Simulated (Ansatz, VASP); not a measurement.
## Two plane-wave programs on Mn

```
Mn
1.0
     2.50535    0.00000    0.00000
    -1.25268    2.16970    0.00000
     0.00000    0.00000    4.07285
Mn
2
Direct
  0.33333 0.66667 0.25000
  0.66667 0.33333 0.75000
```

Alike in both runs: task single point; functional RPBE; k mesh 24 × 24 × 13; occupations fermi-dirac, width 0.05 eV; collinear spin.

|  | VASP | Ansatz |
| --- | --- | --- |
| version | VASP 6.6.1 | Ansatz 0.2.0 |
| potentials or method | VASP PAW PBE potentials, release 64 (Mn_pv), cutoff 520 eV | plane waves (420 eV) with PAW, scalar-relativistic |
| valence electrons in the cell | 26 | 30 |

```tsv
	VASP	Ansatz	Ansatz less VASP
net moment per atom (μB)	0.00	0.00	0.000
size of the moment on the site where the two differ most (μB)	0.87	0.81	-0.063
```

VASP's potentials were made for PBE, not for RPBE. Site moments also hang on the region over which each program counts them. With one functional, cell and mesh, what is left measures potentials, basis and numerics. VASP's potentials hold 26 valence electrons a cell and Ansatz's 30, so a difference there can come from the potentials and not from the codes.
